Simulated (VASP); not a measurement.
A run of VASP 6.6.1 is set up as follows.

File INCAR:

```
ALGO     = Fast           # electronic algorithm
EDIFF    = 1E-6           # SCF threshold, eV
EDIFFG   = -0.01          # ionic threshold
ENCUT    = 600            # plane-wave cutoff, eV
GGA      = PE             # functional
IBRION   = 2              # ionic algorithm
ISIF     = 3              # what is computed and relaxed
ISMEAR   = 0              # smearing method
LASPH    = True           # aspherical terms in the spheres
LCHARG   = False          # write CHGCAR
LREAL    = False          # projectors in reciprocal space
LWAVE    = False          # write WAVECAR
NELM     = 60             # most SCF steps
NSW      = 80             # ionic steps
PREC     = Accurate       # precision mode
SIGMA    = 0.05           # smearing width, eV
```

The input KPOINTS:

```
k-points
0
Gamma
  10 10 12
```

POSCAR

```
Hf
1.0
    4.9623295440      0.0000000000      0.0000000000
   -2.4811647720      4.2975034470      0.0000000000
    0.0000000000      0.0000000000      3.0862322500
Hf
3
Direct
    0.6666666700      0.3333333300      0.5000000000
    0.3333333300      0.6666666700      0.5000000000
    0.0000000000      0.0000000000      0.0000000000
```

Potentials or basis: VASP PAW PBE potentials, release 64 (Hf_pv).

Command:

```bash
$ cat potpaw_PBE.64/Hf_pv/POTCAR > POTCAR
$ mpirun -np 1 vasp_std > vasp.out
```

Problem. Predict the band gap on the k mesh.

Solution. Zero (bands 15 and 16 overlap by 0.98 eV).

Problem. What does it give for the relaxed volume?

Solution. 22.21 Å³/atom.

Problem. Predict the space group after relaxing (to 0.1 Å).

Solution. P6/mmm (No. 191).

Problem. What does it give for the relaxed cell?

Solution. a = 4.985 Å, b = 4.985 Å, c = 3.096 Å, α = 90.00°, β = 90.00°, γ = 120.00°.

Final structure:
```cif
data_structure
_symmetry_space_group_name_H-M 'P 1'
_symmetry_Int_Tables_number 1
_cell_length_a 4.9847
_cell_length_b 4.9847
_cell_length_c 3.0961
_cell_angle_alpha 90.000
_cell_angle_beta 90.000
_cell_angle_gamma 120.000
_cell_volume 66.62
loop_
_atom_site_label
_atom_site_type_symbol
_atom_site_fract_x
_atom_site_fract_y
_atom_site_fract_z
_atom_site_occupancy
Hf1 Hf 0.66667 0.33333 0.50000 1
Hf2 Hf 0.33333 0.66667 0.50000 1
Hf3 Hf 0.00000 0.00000 0.00000 1
```

Caveat: spin-orbit coupling is left out, which moves the levels of the heavy elements.
